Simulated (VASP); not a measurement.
A run of VASP 6.6.1:

POSCAR

```
Hf2H3
1.0
    2.6358480802      1.5218075986      2.1072157643
   -2.6358480802      1.5218075986      2.1072157643
    0.0000000000     -3.0436151972      2.1072157643
Hf H
2 3
Direct
    0.2569217788      0.2569217788      0.2569217788
    0.7430782212      0.7430782212      0.7430782212
    0.5000000000      0.2381323779      0.7618676221
    0.7618676221      0.5000000000      0.2381323779
    0.2381323779      0.7618676221      0.5000000000
```

INCAR.step1

```
SYSTEM = Hf2H3
PREC = Accurate
ENCUT = 520
EDIFF = 1E-6
ISMEAR = 0
SIGMA = 0.1
LREAL = .FALSE.
LASPH = .TRUE.
NELM = 80
ALGO = Normal
ISIF = 2
LWAVE = .FALSE.
LCHARG = .TRUE.
LMAXMIX = 4
GGA = PE
NBANDS = 20
```

KPOINTS.step1

```
regular mesh
0
G
  12 12 12
  0 0 0
```

Contents of INCAR.step2:

```
SYSTEM = Hf2H3
PREC = Accurate
ENCUT = 520
EDIFF = 1E-6
ISMEAR = -5
SIGMA = 0.1
LREAL = .FALSE.
LASPH = .TRUE.
NELM = 80
ALGO = Normal
ISIF = 2
LWAVE = .FALSE.
LCHARG = .FALSE.
LMAXMIX = 4
GGA = PE
LORBIT = 11
NEDOS = 1001
ICHARG = 11
```

The input KPOINTS.step2:

```
regular mesh
0
G
  18 18 18
  0 0 0
```

Potentials or basis: VASP PAW PBE potentials, release 64 (Hf_pv, H).

Run with:

```bash
$ cat potpaw_PBE.64/Hf_pv/POTCAR potpaw_PBE.64/H/POTCAR > POTCAR
$ cp INCAR.step1 INCAR
$ cp KPOINTS.step1 KPOINTS
$ mpirun -np 1 vasp_std > vasp.out
$ cp INCAR.step2 INCAR
$ cp KPOINTS.step2 KPOINTS
$ mpirun -np 1 vasp_std > vasp.out
```

Hardware: 1 thread of AMD EPYC 9R45 96-Core Processor (Zen 5), on a shared host.

Task: How long does it take, and how much memory?

Result: It took 2.8 min on 1 thread of AMD EPYC 9R45 96-Core Processor (Zen 5) (shared host), peak memory 0.47 GiB. Counts: k points 580.
